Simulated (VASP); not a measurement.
# Ti2PdS2 (I4/mmm) in VASP: single point with PBE

Aim: the single point of Ti2PdS2 with PBE.

Everything below comes from runs of VASP 6.6.1. Logs are shortened: lines on timing, memory, paths and dates and some standing lists are left out, and cuts for length are marked.

## (1) The cell of the first run

It takes space group I4/mmm (No. 139, tetragonal). Conventional cell: a = 3.221 Å, b = 3.221 Å, c = 16.385 Å, α = 90.00°, β = 90.00°, γ = 90.00°. Within 3.3 Å of Ti (site symmetry 4mm) lie 4 S at 2.46 Å and 4 Pd at 2.86 Å and 4 Ti at 3.22 Å. Within 3.5 Å of Pd (site symmetry 4/mmm) lie 2 S at 2.67 Å and 8 Ti at 2.86 Å and 4 Pd at 3.22 Å. S (site symmetry 4mm) has 4 Ti at 2.46 Å and 1 Pd at 2.67 Å and 4 S at 3.22 Å within 3.3 Å.

## (2) Single point, PBE (17.00 Å³/atom)

File INCAR:

```
SYSTEM = Ti2PdS2
  PREC = Accurate
  ENCUT = 520
  EDIFF = 1E-7
  ISMEAR = 0
  SIGMA = 0.1
  LREAL = .FALSE.
  LASPH = .TRUE.
  NELM = 100
  ALGO = Normal
  ISIF = 2
  LWAVE = .FALSE.
  LCHARG = .TRUE.
  GGA = PE
  LELF = .TRUE.
  LVHAR = .TRUE.
  NBANDS = 31
```

File KPOINTS:

```
Automatic mesh
0
G
  14 14 14
  0 0 0
```

File POSCAR:

```
Ti2PdS2
1.0
   -1.6107164421      1.6107164421      8.1925723221
    1.6107164421     -1.6107164421      8.1925723221
    1.6107164421      1.6107164421     -8.1925723221
Ti Pd S
2 1 2
Direct
    0.6059757307      0.6059757307      0.0000000000
    0.3940242693      0.3940242693      0.0000000000
    0.0000000000      0.0000000000      0.0000000000
    0.1627752028      0.1627752028      0.0000000000
    0.8372247972      0.8372247972      0.0000000000
```

Potentials or basis: VASP PAW PBE potentials, release 64 (Ti_sv, Pd, S).

Launch:

```sh
cat potpaw_PBE.64/Ti_sv/POTCAR potpaw_PBE.64/Pd/POTCAR potpaw_PBE.64/S/POTCAR > POTCAR
mpirun -np 1 vasp_std > vasp.out
```

OUTCAR:

```text
SYSTEM = Ti2PdS2
   PREC = Accurate
   ENCUT = 520
   EDIFF = 1E-7
   ISMEAR = 0
   LREAL = .FALSE.
   LASPH = .TRUE.
   NELM = 100
   ISIF = 2
   GGA = PE

 ion  position               nearest neighbor table
   1  0.606  0.606  0.000-   4 2.46   4 2.46   4 2.46   4 2.46   3 2.86   3 2.86   3 2.86   3 2.86

   2  0.394  0.394  0.000-   5 2.46   5 2.46   5 2.46   5 2.46   3 2.86   3 2.86   3 2.86   3 2.86

   3  0.000  0.000  0.000-   4 2.67   5 2.67   1 2.86   2 2.86   1 2.86   1 2.86   1 2.86   2 2.86
                             2 2.86   2 2.86
   4  0.163  0.163  0.000-   1 2.46   1 2.46   1 2.46   1 2.46   3 2.67
   5  0.837  0.837  0.000-   2 2.46   2 2.46   2 2.46   2 2.46   3 2.67

  LATTYP: Found a body centered tetragonal cell.
 ALAT       =     3.2214328842
 C/A-ratio  =     5.0862908629

  Lattice vectors:

 A1 = (  -1.6107164421,   1.6107164421,   8.1925723221)
 A2 = (   1.6107164421,  -1.6107164421,   8.1925723221)
 A3 = (   1.6107164421,   1.6107164421,  -8.1925723221)

Analysis of symmetry for initial positions (statically):
=====================================================================
 Subroutine PRICEL returns:
 Original cell was already a primitive cell.

 Routine SETGRP: Setting up the symmetry group for a
 body centered tetragonal supercell.

 Subroutine GETGRP returns: Found 16 space group operations
 (whereof 16 operations were pure point group operations)
 out of a pool of 16 trial point group operations.

The static configuration has the point symmetry D_4h.

Analysis of symmetry for dynamics (positions and initial velocities):
=====================================================================
 Subroutine PRICEL returns:
 Original cell was already a primitive cell.

 Routine SETGRP: Setting up the symmetry group for a
 body centered tetragonal supercell.

 Subroutine GETGRP returns: Found 16 space group operations
 (whereof 16 operations were pure point group operations)
 out of a pool of 16 trial point group operations.

The dynamic configuration has the point symmetry D_4h.

 Subroutine INISYM returns: Found 16 space group operations
 (whereof 16 operations are pure point group operations),
 and found     1 'primitive' translations

----------------------------------------------------------------------------------------

                                     Primitive cell

  volume of cell :      85.0195

  direct lattice vectors                    reciprocal lattice vectors
    -1.610716442  1.610716442  8.192572322     0.000000000  0.310420870  0.061030892
     1.610716442 -1.610716442  8.192572322     0.310420870  0.000000000  0.061030892
     1.610716442  1.610716442 -8.192572322     0.310420870  0.310420870  0.000000000

  length of vectors
     8.503355583  8.503355583  8.503355583     0.316363536  0.316363536  0.439001405

  position of ions in fractional coordinates (direct lattice)
     0.605975731  0.605975731  0.000000000
     0.394024269  0.394024269  0.000000000
     0.000000000  0.000000000  0.000000000
     0.162775203  0.162775203  0.000000000
     0.837224797  0.837224797  0.000000000

  ion indices of the primitive-cell ions
   primitive index   ion index
                 1           1
                 2           2
                 3           3
                 4           4
                 5           5

----------------------------------------------------------------------------------------

 KPOINTS: Automatic mesh

Automatic generation of k-mesh.
 Grid dimensions read from file:
 generate k-points for:   14   14   14

 Generating k-lattice:

  Cartesian coordinates                     Fractional coordinates (reciprocal lattice)
     0.000000000  0.022172919  0.004359349     0.071428571  0.000000000  0.000000000
     0.022172919  0.000000000  0.004359349     0.000000000  0.071428571  0.000000000
     0.022172919  0.022172919  0.000000000     0.000000000  0.000000000  0.071428571

  Length of vectors
     0.022597395  0.022597395  0.031357243

  Shift w.r.t. Gamma in fractional coordinates (k-lattice)
     0.000000000  0.000000000  0.000000000

 Subroutine IBZKPT returns following result:
 ===========================================

 Found    244 irreducible k-points:

 Following reciprocal coordinates:
            Coordinates               Weight
  0.000000  0.000000  0.000000      1.000000
  0.071429  0.000000  0.000000      8.000000
  0.142857 -0.000000  0.000000      8.000000
  0.214286  0.000000  0.000000      8.000000
  0.285714  0.000000  0.000000      8.000000
  0.357143  0.000000  0.000000      8.000000
[... 16 lines left out ...]
  0.214286  0.142857  0.000000     16.000000
  0.285714  0.142857  0.000000     16.000000
 [... further k-points ...]
   k-points           NKPTS =    244   k-points in BZ     NKDIM =    244   number of bands    NBANDS=     31
   number of dos      NEDOS =    301   number of ions     NIONS =      5
   total plane-waves  NPLWV = 262144
   dimension x,y,z NGX =    64 NGY =   64 NGZ =   64
   dimension x,y,z NGXF=   128 NGYF=  128 NGZF=  128
   ions per type =               2   1   2
   NGX,Y,Z   is equivalent  to a cutoff of  12.51, 12.51, 12.51 a.u.
   NGXF,Y,Z  is equivalent  to a cutoff of  25.02, 25.02, 25.02 a.u.
 SYSTEM =  Ti2PdS2
   PREC   = accura    normal or accurate (medium, high low for compatibility)
   ISTART =      0    job   : 0-new  1-cont  2-samecut
   ICHARG =      2    charge: 1-file 2-atom 10-const
   ISPIN  =      1    spin polarized calculation?
   LNONCOLLINEAR =      F non collinear calculations
   LSORBIT =      F    spin-orbit coupling
   LASPH  =      T    aspherical Exc in radial PAW
   ENCUT  =  520.0 eV  38.22 Ry    6.18 a.u.  15.81 15.81 15.81*2*pi/ulx,y,z
   NELM   =    100;   NELMIN=  2; NELMDL= -5     # of ELM steps
   EDIFF  = 0.1E-06   stopping-criterion for ELM
   LREAL  =      F    real-space projection
   EDIFFG = 0.1E-05   stopping-criterion for IOM
   NSW    =      0    number of steps for IOM
   IBRION =     -1    ionic relax: 0-MD 1-quasi-New 2-CG
   NFREE  =      0    steps in history (QN), initial steepest desc. (CG)
   ISIF   =      2    stress and relaxation
   ISYM   =      2    0-nonsym 1-usesym 2-fastsym
   POTIM  = 0.5000    time-step for ionic-motion
   TEBEG  =    0.0;   TEEND  =   0.0 temperature during run
   PSTRESS=    0.0 pullay stress
   NELECT =      46.0000    total number of electrons
   NUPDOWN=      -1.0000    fix difference up-down
   EMIN   =  10.00;   EMAX   =-10.00  energy-range for DOS
   EFERMI =   0.00;   METHOD = LEGACY
   ISMEAR =     0;   SIGMA  =   0.10  broadening in eV -4-tet -1-fermi 0-gaus
   EFERMI_NEDOS =   21; number of points for ismear=-14 and -15
   IALGO  =     38    algorithm
   IMIX   =      4    mixing-type and parameters
     AMIX     =   0.40;   BMIX     =  1.00
     AMIX_MAG =   1.60;   BMIX_MAG =  1.00
  volume/ion in A,a.u.               =      17.00       114.75
  Fermi-wavevector in a.u.,A,eV,Ry     =   1.333996  2.520887 24.212195  1.779546
  Thomas-Fermi vector in A             =   2.462812
   LORBIT       =      0    0 simple, 1 ext, 2 COOP (PROOUT), +10 PAW based schemes
   GGA     = PE    functional components
   LHFCALC =     F    Hartree Fock is set to
   AEXX    =    0.0000 exact exchange contribution
   IVDW    =     0    specifies the selected vdW correction
   LEPSILON=     F    determine dielectric tensor
   LRPA    =     F    only Hartree local field effects (RPA)
 non-spin polarized calculation
 Gauss-broadening in eV      SIGMA  =   0.10
  energy-cutoff  :      520.00
  volume of cell :       85.02
 maximum number of plane-waves:      2320
   NGX = 31   NGY = 31   NGZ = 31

 number of electron      46.0000005 magnetization

 Free energy of the ion-electron system (eV)
  ---------------------------------------------------
  ext. energy  EPLUGINS =         0.00000000
  ---------------------------------------------------
  free energy    TOTEN  =       -34.12232975 eV

  energy without entropy =      -34.09697395  energy(sigma->0) =      -34.10965185

 E-fermi :   8.1766     XC(G=0): -11.1776

 val. band max:        8.1762505829   @ k =  -0.2143   0.1429   0.0000
 cond. band min:       8.1769924701   @ k =   0.1429   0.0714   0.0714
 fundamental gap:      0.0007418872
 Fermi energy:         8.1765717213

 k-point     1 :       0.0000    0.0000    0.0000
  band No.  band energies     occupation
      1     -49.4531      2.00000
      2     -49.4508      2.00000
      3     -25.7373      2.00000
      4     -25.7061      2.00000
      5     -25.6400      2.00000
      6     -25.6400      2.00000
[... 23 lines left out ...]
     30      10.2767      0.00000
     31      10.6306      0.00000

 k-point     2 :       0.0714    0.0000    0.0000
  band No.  band energies     occupation
      1     -49.4524      2.00000
      2     -49.4502      2.00000
      3     -25.7363      2.00000
      4     -25.7054      2.00000
      5     -25.6481      2.00000
      6     -25.6466      2.00000
[... 23 lines left out ...]
     30      10.2867      0.00000
     31      10.4020      0.00000

 k-point     3 :       0.1429   -0.0000    0.0000
  band No.  band energies     occupation
      1     -49.4506      2.00000
      2     -49.4485      2.00000
      3     -25.7336      2.00000
      4     -25.7038      2.00000
      5     -25.6707      2.00000
      6     -25.6681      2.00000
[... 23 lines left out ...]
     30      10.3025      0.00000
     31      10.5619      0.00000

 k-point     4 :       0.2143    0.0000    0.0000
  band No.  band energies     occupation
      1     -49.4480      2.00000
      2     -49.4460      2.00000
      3     -25.7299      2.00000
      4     -25.7064      2.00000
      5     -25.7028      2.00000
      6     -25.6942      2.00000
[... 635 lines left out ...]
     30      10.1283      0.00000
     31      10.6517      0.00000

 k-point    23 :       0.2143    0.1429    0.0000
  band No.  band energies     occupation
      1     -49.4456      2.00000
      2     -49.4436      2.00000
      3     -25.7266      2.00000
      4     -25.7028      2.00000
      5     -25.6989      2.00000
      6     -25.6913      2.00000
[... 23 lines left out ...]
     30      10.1543      0.00000
     31      10.8054      0.00000

 k-point    24 :       0.2857    0.1429    0.0000
  band No.  band energies     occupation
      1     -49.4428      2.00000
      2     -49.4409      2.00000
      3     -25.7361      2.00000
      4     -25.7322      2.00000
      5     -25.7203      2.00000
      6     -25.6929      2.00000
[... 23 lines left out ...]
     30      10.2639      0.00000
     31      10.9555      0.00000

 [... further k-points ...]

------------------------ aborting loop because EDIFF is reached ----------------------------------------

  FORCE on cell =-STRESS in cart. coord.  units (eV):
  Direction    XX          YY          ZZ          XY          YZ          ZX
  --------------------------------------------------------------------------------------
  -------------------------------------------------------------------------------------
  Total       -0.7614302     -0.7614302     -0.8012662      0.0000000     -0.0000000      0.0000000
  in kB      -14.3490189    -14.3490189    -15.0997223      0.0000000     -0.0000000      0.0000000
  external PRESSURE =     -14.5992534 kB  Pullay stress =       0.0000000 kB

 VOLUME and BASIS-vectors are now :
 -----------------------------------------------------------------------------
  energy-cutoff  :      520.00
  volume of cell :       85.02
      direct lattice vectors                 reciprocal lattice vectors
    -1.610716442  1.610716442  8.192572322     0.000000000  0.310420870  0.061030892
     1.610716442 -1.610716442  8.192572322     0.310420870  0.000000000  0.061030892
     1.610716442  1.610716442 -8.192572322     0.310420870  0.310420870  0.000000000

 POSITION                                       TOTAL-FORCE (eV/Angst)
 -----------------------------------------------------------------------------------
      0.00000      0.00000      9.92900         0.000000      0.000000     -0.015569
      0.00000      0.00000      6.45614        -0.000000     -0.000000      0.015569
      0.00000      0.00000      0.00000        -0.000000     -0.000000     -0.000000
      0.00000      0.00000      2.66710        -0.000000     -0.000000      0.001680
      0.00000      0.00000     13.71805        -0.000000     -0.000000     -0.001680
 -----------------------------------------------------------------------------------
    total drift:                               -0.000000     -0.000000      0.000000

  FREE ENERGIE OF THE ION-ELECTRON SYSTEM (eV)
  ---------------------------------------------------
  free  energy   TOTEN  =       -34.1223297509 eV

  energy  without entropy=      -34.0969739478  energy(sigma->0) =      -34.10965185
```

Wall time 79 min (1 thread of Intel Xeon Platinum 8259CL at 2.50GHz (Skylake/Cascade Lake), shared host); peak memory 1 GiB.

What came out:

```
Free energy            : -34.1223 eV
Pressure               : -1.5 GPa
Largest force          : 0.016 eV/Å
Band gap on the k mesh : zero (bands 23 and 24 overlap by 1.06 eV)
```

Forces on the atoms (eV/Å):
```
Ti   0.000  0.000 -0.016
Ti   0.000  0.000  0.016
Pd   0.000  0.000  0.000
S    0.000  0.000  0.002
S    0.000  0.000 -0.002
```
